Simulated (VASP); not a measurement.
# SiC (F-43m) in VASP: a series of runs

Runs on SiC. Level: r2SCAN. Tasks: single point.

All numbers are computed with VASP 6.6.1; they aren't measurements. Logs are shortened: lines on timing, memory, paths and dates and some standing lists are left out, and cuts for length are marked.

## 1. The cell of the first run

Symmetry: F-43m, No. 216, cubic system. Conventional cell: a = 4.298 Å, b = 4.298 Å, c = 4.298 Å, α = 90.00°, β = 90.00°, γ = 90.00°. Within 2.5 Å of Si (site symmetry -43m) lie 4 C at 1.86 Å. C (site symmetry -43m) has 4 Si at 1.86 Å within 2.5 Å.

## 2. Single point, r2SCAN

POSCAR

```
SiC
1.0
    0.0000000000      2.1488345062      2.1488345062
    2.1488345062      0.0000000000      2.1488345062
    2.1488345062      2.1488345062      0.0000000000
Si C
1 1
Direct
    0.0000000000      0.0000000000      0.0000000000
    0.7500000000      0.7500000000      0.7500000000
```

INCAR.step1

```
ALGO = Normal ; EDIFF = 1E-4
ENCUT = 520 ; GGA = PE
ISMEAR = 0 ; LASPH = T
LCHARG = F ; LREAL = F
LWAVE = T ; NBANDS = 11
NELM = 80 ; PREC = Accurate
SIGMA = 0.01
```

INCAR.step2

```
ALGO = Normal ; EDIFF = 1E-7
ENCUT = 520 ; ISIF = 2
ISMEAR = 0 ; ISTART = 1
LASPH = T ; LCHARG = T
LELF = T ; LMIXTAU = T
LREAL = F ; LVHAR = T
LWAVE = F ; METAGGA = R2SCAN
NBANDS = 11 ; NELM = 80
PREC = Accurate ; SIGMA = 0.01
```

KPOINTS

```
k-points
0
Gamma
  8 8 8
```

Potentials or basis: VASP PAW PBE potentials, release 64 (Si, C).

Started as:

```sh
> cat potpaw_PBE.64/Si/POTCAR potpaw_PBE.64/C/POTCAR > POTCAR
> cp INCAR.step1 INCAR
> mpirun -np 1 vasp_std > vasp.out
> cp INCAR.step2 INCAR
> mpirun -np 1 vasp_std > vasp.out
```

OUTCAR:

```text
EDIFF = 1E-7
   ENCUT = 520
   ISIF = 2
   ISMEAR = 0
   ISTART = 1
   LASPH = T
   LREAL = F
   METAGGA = R2SCAN
   NELM = 80
   PREC = Accurate

 ion  position               nearest neighbor table
   1  0.000  0.000  0.000-   2 1.86   2 1.86   2 1.86   2 1.86
   2  0.750  0.750  0.750-   1 1.86   1 1.86   1 1.86   1 1.86

  LATTYP: Found a face centered cubic cell.
 ALAT       =     4.2976690124

  Lattice vectors:

 A1 = (   0.0000000000,   2.1488345062,   2.1488345062)
 A2 = (   2.1488345062,   0.0000000000,   2.1488345062)
 A3 = (   2.1488345062,   2.1488345062,   0.0000000000)

Analysis of symmetry for initial positions (statically):
=====================================================================
 Subroutine PRICEL returns:
 Original cell was already a primitive cell.

 Routine SETGRP: Setting up the symmetry group for a
 face centered cubic supercell.

 Subroutine GETGRP returns: Found 24 space group operations
 (whereof 24 operations were pure point group operations)
 out of a pool of 48 trial point group operations.

The static configuration has the point symmetry T_d .

Analysis of symmetry for dynamics (positions and initial velocities):
=====================================================================
 Subroutine PRICEL returns:
 Original cell was already a primitive cell.

 Routine SETGRP: Setting up the symmetry group for a
 face centered cubic supercell.

 Subroutine GETGRP returns: Found 24 space group operations
 (whereof 24 operations were pure point group operations)
 out of a pool of 48 trial point group operations.

The dynamic configuration has the point symmetry T_d .

 Subroutine INISYM returns: Found 24 space group operations
 (whereof 24 operations are pure point group operations),
 and found     1 'primitive' translations

----------------------------------------------------------------------------------------

                                     Primitive cell

  volume of cell :      19.8444

  direct lattice vectors                    reciprocal lattice vectors
     0.000000000  2.148834506  2.148834506    -0.232684275  0.232684275  0.232684275
     2.148834506  0.000000000  2.148834506     0.232684275 -0.232684275  0.232684275
     2.148834506  2.148834506  0.000000000     0.232684275  0.232684275 -0.232684275

  length of vectors
     3.038910902  3.038910902  3.038910902     0.403020987  0.403020987  0.403020987

  position of ions in fractional coordinates (direct lattice)
     0.000000000  0.000000000  0.000000000
     0.750000000  0.750000000  0.750000000

  ion indices of the primitive-cell ions
   primitive index   ion index
                 1           1
                 2           2

----------------------------------------------------------------------------------------

 KPOINTS: k-points

Automatic generation of k-mesh.
 Grid dimensions read from file:
 generate k-points for:    8    8    8

 Generating k-lattice:

  Cartesian coordinates                     Fractional coordinates (reciprocal lattice)
    -0.029085534  0.029085534  0.029085534     0.125000000  0.000000000  0.000000000
     0.029085534 -0.029085534  0.029085534     0.000000000  0.125000000  0.000000000
     0.029085534  0.029085534 -0.029085534     0.000000000  0.000000000  0.125000000

  Length of vectors
     0.050377623  0.050377623  0.050377623

  Shift w.r.t. Gamma in fractional coordinates (k-lattice)
     0.000000000  0.000000000  0.000000000

 Subroutine IBZKPT returns following result:
 ===========================================

 Found     29 irreducible k-points:

 Following reciprocal coordinates:
            Coordinates               Weight
  0.000000  0.000000  0.000000      1.000000
  0.125000  0.000000  0.000000      8.000000
  0.250000  0.000000  0.000000      8.000000
  0.375000  0.000000  0.000000      8.000000
  0.500000  0.000000  0.000000      4.000000
  0.125000  0.125000  0.000000      6.000000
[... 16 lines left out ...]
  0.500000  0.250000  0.125000     48.000000
 -0.375000  0.250000  0.125000     24.000000
 [... further k-points ...]
   k-points           NKPTS =     29   k-points in BZ     NKDIM =     29   number of bands    NBANDS=     11
   number of dos      NEDOS =    301   number of ions     NIONS =      2
   total plane-waves  NPLWV =  13824
   dimension x,y,z NGX =    24 NGY =   24 NGZ =   24
   dimension x,y,z NGXF=    48 NGYF=   48 NGZF=   48
   ions per type =               1   1
   NGX,Y,Z   is equivalent  to a cutoff of  13.13, 13.13, 13.13 a.u.
   NGXF,Y,Z  is equivalent  to a cutoff of  26.26, 26.26, 26.26 a.u.
 SYSTEM =  unknown system
   PREC   = accura    normal or accurate (medium, high low for compatibility)
   ISTART =      1    job   : 0-new  1-cont  2-samecut
   ICHARG =      0    charge: 1-file 2-atom 10-const
   ISPIN  =      1    spin polarized calculation?
   LNONCOLLINEAR =      F non collinear calculations
   LSORBIT =      F    spin-orbit coupling
   LASPH  =      T    aspherical Exc in radial PAW
   ENCUT  =  520.0 eV  38.22 Ry    6.18 a.u.   5.65  5.65  5.65*2*pi/ulx,y,z
   NELM   =     80;   NELMIN=  2; NELMDL=  0     # of ELM steps
   EDIFF  = 0.1E-06   stopping-criterion for ELM
   LREAL  =      F    real-space projection
   EDIFFG = 0.1E-05   stopping-criterion for IOM
   NSW    =      0    number of steps for IOM
   IBRION =     -1    ionic relax: 0-MD 1-quasi-New 2-CG
   NFREE  =      0    steps in history (QN), initial steepest desc. (CG)
   ISIF   =      2    stress and relaxation
   ISYM   =      2    0-nonsym 1-usesym 2-fastsym
   POTIM  = 0.5000    time-step for ionic-motion
   TEBEG  =    0.0;   TEEND  =   0.0 temperature during run
   PSTRESS=    0.0 pullay stress
   NELECT =       8.0000    total number of electrons
   NUPDOWN=      -1.0000    fix difference up-down
   EMIN   =  10.00;   EMAX   =-10.00  energy-range for DOS
   EFERMI =   0.00;   METHOD = LEGACY
   ISMEAR =     0;   SIGMA  =   0.01  broadening in eV -4-tet -1-fermi 0-gaus
   EFERMI_NEDOS =   21; number of points for ismear=-14 and -15
   IALGO  =     38    algorithm
   IMIX   =      4    mixing-type and parameters
     AMIX     =   0.40;   BMIX     =  1.00
     AMIX_MAG =   1.60;   BMIX_MAG =  1.00
  volume/ion in A,a.u.               =       9.92        66.96
  Fermi-wavevector in a.u.,A,eV,Ry     =   1.209368  2.285374 19.899491  1.462571
  Thomas-Fermi vector in A             =   2.344948
   LORBIT       =      0    0 simple, 1 ext, 2 COOP (PROOUT), +10 PAW based schemes
   METAGGA = R2SCAN    functional components
   LHFCALC =     F    Hartree Fock is set to
   AEXX    =    0.0000 exact exchange contribution
   IVDW    =     0    specifies the selected vdW correction
   LEPSILON=     F    determine dielectric tensor
   LRPA    =     F    only Hartree local field effects (RPA)
 non-spin polarized calculation
 Gauss-broadening in eV      SIGMA  =   0.01
  energy-cutoff  :      520.00
  volume of cell :       19.84
 maximum number of plane-waves:       544
   NGX = 11   NGY = 11   NGZ = 11

 number of electron       7.9999999 magnetization

 Free energy of the ion-electron system (eV)
  ---------------------------------------------------
  ext. energy  EPLUGINS =         0.00000000
  ---------------------------------------------------
  free energy    TOTEN  =       -19.30190966 eV

  energy without entropy =      -19.30190966  energy(sigma->0) =      -19.30190966

 E-fermi :   8.4964     XC(G=0): -12.1226

 val. band max:        8.4564619179   @ k =   0.0000   0.0000   0.0000
 cond. band min:      10.1529126636   @ k =   0.5000   0.5000   0.0000
 fundamental gap:      1.6964507457
 Fermi energy:         8.4963546328

 k-point     1 :       0.0000    0.0000    0.0000
  band No.  band energies     occupation
      1      -8.0599      2.00000
      2       8.4565      2.00000
      3       8.4565      2.00000
      4       8.4565      2.00000
      5      15.8194      0.00000
      6      16.6237      0.00000
      7      16.6237      0.00000
      8      16.6237      0.00000
      9      23.9259      0.00000
     10      23.9259      0.00000
     11      26.9177      0.00000

 k-point     2 :       0.1250    0.0000    0.0000
  band No.  band energies     occupation
      1      -7.7337      2.00000
      2       6.9003      2.00000
      3       8.2449      2.00000
      4       8.2449      2.00000
      5      15.9375      0.00000
      6      17.0055      0.00000
      7      17.0055      0.00000
      8      17.3557      0.00000
      9      22.6693      0.00000
     10      22.6693      0.00000
     11      25.9683      0.00000

 k-point     3 :       0.2500    0.0000    0.0000
  band No.  band energies     occupation
      1      -6.7813      2.00000
      2       3.9120      2.00000
      3       7.8165      2.00000
      4       7.8165      2.00000
      5      15.4155      0.00000
      6      17.2238      0.00000
      7      17.2238      0.00000
      8      19.0314      0.00000
      9      22.5652      0.00000
     10      22.5652      0.00000
     11      25.0474      0.00000

 k-point     4 :       0.3750    0.0000    0.0000
  band No.  band energies     occupation
      1      -5.3408      2.00000
      2       0.9926      2.00000
      3       7.4685      2.00000
      4       7.4685      2.00000
      5      15.0006      0.00000
      6      16.6877      0.00000
      7      16.6877      0.00000
      8      19.6701      0.00000
      9      24.8378      0.00000
     10      24.8378      0.00000
     11      25.6354      0.00000

 k-point     5 :       0.5000    0.0000    0.0000
  band No.  band energies     occupation
      1      -4.2768      2.00000
      2      -0.5947      2.00000
      3       7.3417      2.00000
      4       7.3417      2.00000
      5      14.8589      0.00000
      6      16.3931      0.00000
      7      16.3931      0.00000
      8      19.6656      0.00000
      9      26.4321      0.00000
     10      27.2918      0.00000
     11      27.2918      0.00000
[... 211 lines left out ...]
 k-point    21 :       0.5000    0.5000    0.0000
  band No.  band energies     occupation
      1      -2.7692      2.00000
      2       0.2707      2.00000
      3       5.0418      2.00000
      4       5.0418      2.00000
      5      10.1529      0.00000
      6      13.4451      0.00000
      7      24.1130      0.00000
      8      24.1130      0.00000
      9      25.0632      0.00000
     10      30.2176      0.00000
     11      32.3695      0.00000

 k-point    22 :       0.3750    0.2500    0.1250
  band No.  band energies     occupation
      1      -5.9551      2.00000
      2       3.7156      2.00000
      3       5.4294      2.00000
      4       7.1134      2.00000
      5      14.5184      0.00000
      6      17.0013      0.00000
      7      17.9165      0.00000
      8      19.6592      0.00000
      9      21.9090      0.00000
     10      25.8481      0.00000
     11      29.4544      0.00000

 k-point    23 :       0.5000    0.2500    0.1250
  band No.  band energies     occupation
      1      -4.5762      2.00000
      2       1.5597      2.00000
      3       4.6540      2.00000
      4       6.4188      2.00000
      5      14.4081      0.00000
      6      16.9715      0.00000
      7      18.7203      0.00000
      8      20.0411      0.00000
      9      23.2155      0.00000
     10      26.4756      0.00000
     11      29.5023      0.00000

 k-point    24 :      -0.3750    0.2500    0.1250
  band No.  band energies     occupation
      1      -3.5944      2.00000
      2       0.1821      2.00000
      3       4.5414      2.00000
      4       6.0545      2.00000
      5      14.3363      0.00000
      6      16.6322      0.00000
      7      19.7210      0.00000
      8      20.7116      0.00000
      9      23.2478      0.00000
     10      26.1205      0.00000
     11      29.5467      0.00000

 [... further k-points ...]
[... 5 lines left out ...]
  --------------------------------------------------------------------------------------
  -------------------------------------------------------------------------------------
  Total        1.2114876      1.2114876      1.2114876      0.0000000     -0.0000000      0.0000000
  in kB       97.8116627     97.8116627     97.8116627      0.0000000     -0.0000000      0.0000000
  external PRESSURE =      97.8116627 kB  Pullay stress =       0.0000000 kB

 VOLUME and BASIS-vectors are now :
 -----------------------------------------------------------------------------
  energy-cutoff  :      520.00
  volume of cell :       19.84
      direct lattice vectors                 reciprocal lattice vectors
     0.000000000  2.148834506  2.148834506    -0.232684275  0.232684275  0.232684275
     2.148834506  0.000000000  2.148834506     0.232684275 -0.232684275  0.232684275
     2.148834506  2.148834506  0.000000000     0.232684275  0.232684275 -0.232684275

 POSITION                                       TOTAL-FORCE (eV/Angst)
 -----------------------------------------------------------------------------------
      0.00000      0.00000      0.00000        -0.000000     -0.000000     -0.000000
      3.22325      3.22325      3.22325         0.000000      0.000000      0.000000
 -----------------------------------------------------------------------------------
    total drift:                                0.000001      0.000001      0.000001

  FREE ENERGIE OF THE ION-ELECTRON SYSTEM (eV)
  ---------------------------------------------------
  free  energy   TOTEN  =       -19.3019096609 eV

  energy  without entropy=      -19.3019096609  energy(sigma->0) =      -19.30190966
```

Run time: 11 s. Hardware: 1 thread of Intel Xeon 6975P-C (Granite Rapids), shared host; peak memory 0.13 GiB.

Results:

```
Free energy            : -19.3019 eV
Pressure               : 9.8 GPa
Band gap on the k mesh : 1.70 eV, indirect (least direct gap 5.11 eV)
```

Levels at points of the mesh, in eV from the valence-band top:
| k point | band 1 | band 2 | band 3 | band 4 | band 5 | band 6 | band 7 | band 8 | band 9 |
| --- | --- | --- | --- | --- | --- | --- | --- | --- | --- |
| (0.00, 0.00, 0.00) | -16.52 | 0.00 | 0.00 | 0.00 | 7.36 | 8.17 | 8.17 | 8.17 | 15.47 |
| (0.50, 0.00, 0.00) | -12.73 | -9.05 | -1.11 | -1.11 | 6.40 | 7.94 | 7.94 | 11.21 | 17.98 |
| (0.50, 0.50, 0.00) | -11.23 | -8.19 | -3.41 | -3.41 | 1.70 | 4.99 | 15.66 | 15.66 | 16.61 |

Caveat: the PAW data sets were made with another functional, which shifts forces and pressure a little.

## 3. Single point, r2SCAN

This run uses another cell than the first one, of 9.74 Å³/atom, 0.982 times its volume.

POSCAR

```
SiC
1.0
    0.0000000000      2.1357769489      2.1357769489
    2.1357769489      0.0000000000      2.1357769489
    2.1357769489      2.1357769489      0.0000000000
Si C
1 1
Direct
    0.0000000000      0.0000000000      0.0000000000
    0.7500000000      0.7500000000      0.7500000000
```

INCAR.step1

```
SYSTEM = SiC
PREC = Accurate
ENCUT = 520
ISMEAR = 0
SIGMA = 0.01
LREAL = .FALSE.
LASPH = .TRUE.
NELM = 60
NBANDS = 11
GGA = PE
ALGO = Normal
EDIFF = 1E-4
LWAVE = .TRUE.
LCHARG = .FALSE.
```

INCAR.step2

```
SYSTEM = SiC
PREC = Accurate
ENCUT = 520
EDIFF = 1E-7
ISMEAR = 0
SIGMA = 0.01
LREAL = .FALSE.
LASPH = .TRUE.
NELM = 60
ALGO = Normal
ISIF = 2
LWAVE = .FALSE.
LCHARG = .FALSE.
METAGGA = R2SCAN
LMIXTAU = .TRUE.
NBANDS = 11
ISTART = 1
```

KPOINTS

```
regular mesh
0
G
  8 8 8
  0 0 0
```

Potentials or basis: VASP PAW PBE potentials, release 64 (Si, C).

Started as:

```sh
> cat potpaw_PBE.64/Si/POTCAR potpaw_PBE.64/C/POTCAR > POTCAR
> cp INCAR.step1 INCAR
> mpirun -np 1 vasp_std > vasp.out
> cp INCAR.step2 INCAR
> mpirun -np 1 vasp_std > vasp.out
```

It took 11 s on 1 thread of Intel Xeon 6975P-C (Granite Rapids), shared host; peak memory 0.13 GiB.

It converged, with:

- Free energy: -19.2743 eV
- Pressure: 14.8 GPa
- Band gap on the k mesh: 1.68 eV, indirect (least direct gap 5.13 eV)

Levels at points of the mesh, in eV from the valence-band top:
| k point | band 1 | band 2 | band 3 | band 4 | band 5 | band 6 | band 7 | band 8 |
| --- | --- | --- | --- | --- | --- | --- | --- | --- |
| (0.00, 0.00, 0.00) | -16.67 | 0.00 | 0.00 | 0.00 | 7.60 | 8.31 | 8.31 | 8.31 |
| (0.50, 0.00, 0.00) | -12.81 | -9.16 | -1.12 | -1.12 | 6.58 | 8.02 | 8.02 | 11.32 |
| (0.50, 0.50, 0.00) | -11.28 | -8.25 | -3.45 | -3.45 | 1.68 | 5.06 | 15.89 | 15.89 |

Caveat: the PAW data sets were made with another functional, which shifts forces and pressure a little. A k mesh can miss the band edges.

## 4. Single point, r2SCAN

This run uses another cell than the first one, of 10.29 Å³/atom, 1.037 times its volume.

POSCAR

```
SiC
1.0
    0.0000000000      2.1750083320      2.1750083320
    2.1750083320      0.0000000000      2.1750083320
    2.1750083320      2.1750083320      0.0000000000
Si C
1 1
Direct
    0.0000000000      0.0000000000      0.0000000000
    0.7500000000      0.7500000000      0.7500000000
```

INCAR.step1

```
SYSTEM = SiC
ALGO     = Normal         ! electronic algorithm
EDIFF    = 1E-4           ! SCF threshold, eV
ENCUT    = 520            ! plane-wave cutoff, eV
GGA      = PE             ! functional
ISMEAR   = 0              ! smearing method
LASPH    = .True.         ! aspherical terms in the spheres
LCHARG   = .False.        ! write CHGCAR
LREAL    = .False.        ! projectors in reciprocal space
LWAVE    = .True.         ! write WAVECAR
NBANDS   = 11             ! bands
NELM     = 80             ! most SCF steps
PREC     = Accurate       ! precision mode
SIGMA    = 0.01           ! smearing width, eV
```

INCAR.step2

```
SYSTEM = SiC
ALGO     = Normal         ! electronic algorithm
EDIFF    = 1E-6           ! SCF threshold, eV
ENCUT    = 520            ! plane-wave cutoff, eV
ISIF     = 2              ! what is computed and relaxed
ISMEAR   = 0              ! smearing method
ISTART   = 1            
LASPH    = .True.         ! aspherical terms in the spheres
LCHARG   = .False.        ! write CHGCAR
LMIXTAU  = .True.       
LREAL    = .False.        ! projectors in reciprocal space
LWAVE    = .False.        ! write WAVECAR
METAGGA  = R2SCAN         ! meta-GGA
NBANDS   = 11             ! bands
NELM     = 80             ! most SCF steps
PREC     = Accurate       ! precision mode
SIGMA    = 0.01           ! smearing width, eV
```

KPOINTS

```
k-points
0
Gamma
  8 8 8
  0 0 0
```

Started as:

```sh
> cat potpaw_PBE.64/Si/POTCAR potpaw_PBE.64/C/POTCAR > POTCAR
> cp INCAR.step1 INCAR
> mpirun -np 1 vasp_std > vasp.out
> cp INCAR.step2 INCAR
> mpirun -np 1 vasp_std > vasp.out
```

Wall time 11 s (1 thread of Intel Xeon 6975P-C (Granite Rapids), shared host); peak memory 0.14 GiB.

The run converged. Its results:

| Property | Result |
| --- | --- |
| Free energy | -19.3259 eV |
| Pressure | 0.8 GPa |
| Band gap on the k mesh | 1.72 eV, indirect (least direct gap 5.07 eV) |

Levels at points of the mesh, in eV from the valence-band top:
```csv
k point,band 1,band 2,band 3,band 4,band 5,band 6,band 7,band 8
"(0.00, 0.00, 0.00)",-16.22,0.00,0.00,0.00,6.90,7.89,7.89,7.89
"(0.50, 0.00, 0.00)",-12.58,-8.85,-1.11,-1.11,6.05,7.77,7.77,10.99
"(0.50, 0.50, 0.00)",-11.11,-8.07,-3.34,-3.34,1.72,4.84,15.20,15.20
```

Caveat: the PAW data sets were made with another functional, which shifts forces and pressure a little. A k mesh can miss the band edges.

## 5. Summary

```tsv
cell	gap on the mesh (eV)	pressure (GPa)
a = 3.039 Å, angles 60.0°, 2 atoms	1.70	9.8
a = 3.020 Å, angles 60.0°, 2 atoms	1.68	14.8
a = 3.076 Å, angles 60.0°, 2 atoms	1.72	0.8
```

Alike in all rows: task single point; level r2SCAN; potentials or basis VASP PAW PBE potentials, release 64 (Si, C); no spin polarisation; k mesh 8 × 8 × 8; cutoff (eV) 520; smearing gaussian 0.01 eV.

Caveats: the PAW data sets were made with another functional, which shifts forces and pressure a little.

Total energies depend on the potentials used, so only differences within one code and one set of settings carry meaning.
